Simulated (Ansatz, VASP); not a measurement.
As in VASP and in Ansatz

INCAR

```
PREC = Accurate
ENCUT = 520
EDIFF = 1E-8
ISMEAR = -1
SIGMA = 0.05
LREAL = F
LASPH = T
NELM = 60
ALGO = Normal
ISIF = 2
LWAVE = F
LCHARG = F
GGA = PS
LEFG = T
NBANDS = 12
```

File KPOINTS:

```
Automatic mesh
0
Gamma
  12 12 12
```

File POSCAR:

```
As
1.0
    1.8929275864      1.0928822516      3.7349508970
   -1.8929275864      1.0928822516      3.7349508970
    0.0000000000     -2.1857645032      3.7349508970
As
2
Direct
    0.2244335900      0.2244335900      0.2244335900
    0.7755664100      0.7755664100      0.7755664100
```

Input for Ansatz:

```yaml
crystal:
  lattice:
    - [1.8929275864, 1.0928822516, 3.734950897]
    - [-1.8929275864, 1.0928822516, 3.734950897]
    - [0.0, -2.1857645032, 3.734950897]
  atoms:
    - { symbol: As, position: [0.22443359, 0.22443359, 0.22443359] }
    - { symbol: As, position: [0.77556641, 0.77556641, 0.77556641] }
kpoints:
  mp_grid: { grid: [12, 12, 12] }
scf:
  occupations: { method: fermi_dirac, width: 0.05 }
hamiltonian:
  xc: pbesol
  pseudopotentials: { kind: paw }
output:
  forces: true
  stress: true
  eigenvalues: true
  efg: { contact_densities: true }
```

Change from the starting cell: volume scaled by 1.025, PAW files.

Alike in both runs: task electric field gradients; functional PBEsol; k mesh 12 × 12 × 12; occupations fermi-dirac, width 0.05 eV; no spin polarisation.

```csv
,VASP,Ansatz
version,VASP 6.6.1,Ansatz 0.2.0
potentials or method,"VASP PAW PBE potentials, release 64 (As)","PAW with Ansatz's default frozen-core files, scalar-relativistic"
plane-wave cutoff (eV),520,420
valence electrons in the cell,10,30
```

VASP gave:

| Item | Value |
| --- | --- |
| pressure (GPa) | -2.7 |
| traceless stress, the component that is largest in VASP (GPa) | -0.29 |
| rms of the force components (eV/Å) | 0.032 |
| size of Vzz on the site where it differs most (V/Å²) | 51.1 |

Which values does Ansatz return?

Pressure (GPa): -3.0; traceless stress, the component that is largest in VASP (GPa): -0.20; rms of the force components (eV/Å): 0.003; size of Vzz on the site where it differs most (V/Å²): 54.4.

VASP's potentials were made for PBE, not for PBEsol. Atom by atom the forces differ by 0.035 eV/Å (rms over components). VASP's potentials hold 10 valence electrons a cell and Ansatz's 30, so a difference there can come from the potentials and not from the codes.
